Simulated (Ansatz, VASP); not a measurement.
TaF3 in VASP and in Ansatz

```xyz
4
Lattice="3.7842 0.0000 0.0000 0.0000 3.7842 0.0000 0.0000 0.0000 4.0182" Properties=species:S:1:pos:R:3 pbc="T T T"
Ta    0.0000    0.0000    0.0000
F     1.8921    0.0000    0.0000
F     0.0000    1.8921    0.0000
F     0.0000    0.0000    2.0091
```

Change from the starting cell: strain -0.030 along x and y, +0.030 along z, atoms carried along.

Alike in both runs: task single point; functional PBE; k mesh 12 × 12 × 12; occupations gaussian, width 0.15 eV; no spin polarisation.

```csv
,VASP,Ansatz
version,VASP 6.6.1,Ansatz 0.2.0
potentials or method,"VASP PAW PBE potentials, release 64 (Ta_pv, F), cutoff 520 eV","scalar-relativistic, plane waves, PAW"
valence electrons in the cell,32,34
```

|  | VASP | Ansatz | Ansatz less VASP |
| --- | --- | --- | --- |
| gap on the k mesh at the Fermi level (eV) | none | none | - |
| pressure (GPa) | 34.6 | 34.0 | -0.66 |
| traceless stress, the component that is largest in VASP (GPa) | -18.55 | -18.18 | +0.374 |

A gap of «none» marks a metal or a gap that the smearing closes. Both programs put the cell under a high pressure, so it lies far from rest at this level. VASP's potentials hold 32 valence electrons a cell and Ansatz's 34, so a difference there can come from the potentials and not from the codes.

Neither program's run includes spin-orbit coupling.
